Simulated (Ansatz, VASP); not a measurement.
Given: the input of a run of VASP 6.6.1 on SiC2.

POSCAR

```
SiC2
1.0
    2.4649100000      0.0000000000      0.0000000000
   -1.2324500000      2.1346700000      0.0000000000
    0.0000000000      0.0000000000      7.1274500000
Si C
1 2
Direct
    0.0000000000      0.0000000000      0.0000000000
    0.3333300000      0.6666700000      0.5000000000
    0.6666700000      0.3333300000      0.5000000000
```

INCAR.step1

```
SYSTEM = SiC2
PREC     = Accurate       ! precision mode
ENCUT    = 520            ! plane-wave cutoff, eV
EDIFF    = 1E-5           ! SCF threshold, eV
ISMEAR   = -1             ! smearing method
SIGMA    = 0.05           ! smearing width, eV
LREAL    = .False.        ! projectors in reciprocal space
LASPH    = .True.         ! aspherical terms in the spheres
NELM     = 100            ! most SCF steps
ALGO     = Normal         ! electronic algorithm
ISIF     = 2              ! what is computed and relaxed
LWAVE    = .True.         ! write WAVECAR
LCHARG   = .False.        ! write CHGCAR
NBANDS   = 13             ! bands
GGA      = PE             ! functional
```

The input INCAR.step2:

```
SYSTEM = SiC2
PREC     = Accurate       ! precision mode
ENCUT    = 520            ! plane-wave cutoff, eV
EDIFF    = 1E-7           ! SCF threshold, eV
ISMEAR   = -1             ! smearing method
SIGMA    = 0.05           ! smearing width, eV
LREAL    = .False.        ! projectors in reciprocal space
LASPH    = .True.         ! aspherical terms in the spheres
NELM     = 100            ! most SCF steps
ALGO     = Normal         ! electronic algorithm
ISIF     = 2              ! what is computed and relaxed
LWAVE    = .False.        ! write WAVECAR
LCHARG   = .False.        ! write CHGCAR
GGA      = PE             ! functional
LHFCALC  = .True.         ! exact exchange
AEXX     = 0.25           ! exact-exchange fraction
HFSCREEN = 0.2            ! screening, 1/A
PRECFOCK = Normal       
NBANDS   = 13             ! bands
ISTART   = 1
```

File KPOINTS:

```
Automatic mesh
0
Gamma
  6 6 2
  0 0 0
```

Potentials or basis: VASP PAW PBE potentials, release 64 (Si, C).

Command:

```console
$ cat potpaw_PBE.64/Si/POTCAR potpaw_PBE.64/C/POTCAR > POTCAR
$ cp INCAR.step1 INCAR
$ mpirun -np 1 vasp_std > vasp.out
$ cp INCAR.step2 INCAR
$ mpirun -np 1 vasp_std > vasp.out
```

Task: Translate it to Ansatz 0.2.0. Potentials there: Ansatz PAW.

Result: As run (the cutoff follows the program's own potentials):

File input:

```
crystal:
  lattice:
    - [2.46491, 0.0, 0.0]
    - [-1.23245, 2.13467, 0.0]
    - [0.0, 0.0, 7.12745]
  atoms:
    - { symbol: Si, position: [0.0, 0.0, 0.0] }
    - { symbol: C, position: [0.33333, 0.66667, 0.5] }
    - { symbol: C, position: [0.66667, 0.33333, 0.5] }
hamiltonian:
  xc: { exchange: pbe, correlation: pbe, exx: { coeff: 0.25, omega: 0.2 } }
  pseudopotentials: { kind: paw }
kpoints:
  mp_grid: { grid: [6, 6, 2] }
scf:
  occupations: { method: fermi_dirac, width: 0.05 }
output:
  forces: true
  stress: true
  eigenvalues: true
```

Both were run:

|  | VASP | Ansatz | Ansatz less VASP |
| --- | --- | --- | --- |
| gap on the k mesh at the Fermi level (eV) | none | none | - |
| pressure (GPa) | -0.8 | -0.9 | -0.13 |
| traceless stress, the component that is largest in VASP (GPa) | 3.39 | 3.58 | +0.185 |
| rms of the force components (eV/Å) | 0.003 | 0.000 | -0.0034 |

VASP's potentials were made for PBE, not for PBE-based screened hybrid. Atom by atom the forces differ by 0.003 eV/Å (rms over components). A gap of «none» marks a metal or a gap that the smearing closes. With one functional, cell and mesh, what is left measures potentials, basis and numerics.

The k mesh is coarse, so the values compare programs but aren't converged.
